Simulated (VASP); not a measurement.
A run of VASP 6.6.1:

File INCAR:

```
SYSTEM = FeO
ALGO = Normal ; EDIFF = 1E-6
ENCUT = 520 ; GGA = PE
ISIF = 2 ; ISMEAR = -1
LASPH = .True. ; LCHARG = .False.
LREAL = .False. ; LWAVE = .False.
NBANDS = 14 ; NELM = 80
PREC = Accurate ; SIGMA = 0.06122561905347299
```

KPOINTS

```
k-points
0
Gamma
  46 46 46
  0 0 0
```

File POSCAR:

```
FeO
1.0
    0.0000000000      2.0731714524      2.0731714524
    2.0731714524      0.0000000000      2.0731714524
    2.0731714524      2.0731714524      0.0000000000
Fe O
1 1
Direct
    0.0000000000      0.0000000000      0.0000000000
    0.5000000000      0.5000000000      0.5000000000
```

Potentials or basis: VASP PAW PBE potentials, release 64 (Fe, O).

Command:

```console
$ cat potpaw_PBE.64/Fe/POTCAR potpaw_PBE.64/O/POTCAR > POTCAR
$ mpirun -np 1 vasp_std > vasp.out
```

Hardware: 1 thread of Intel(R) Xeon(R) 6975P-C (Granite Rapids), on a shared host.

Question: How long does it take, and how much memory?

Answer: It took 6.8 min on 1 thread of Intel(R) Xeon(R) 6975P-C (Granite Rapids) (shared host), peak memory 0.74 GiB. Counts: scf iterations 14, k points 2456.
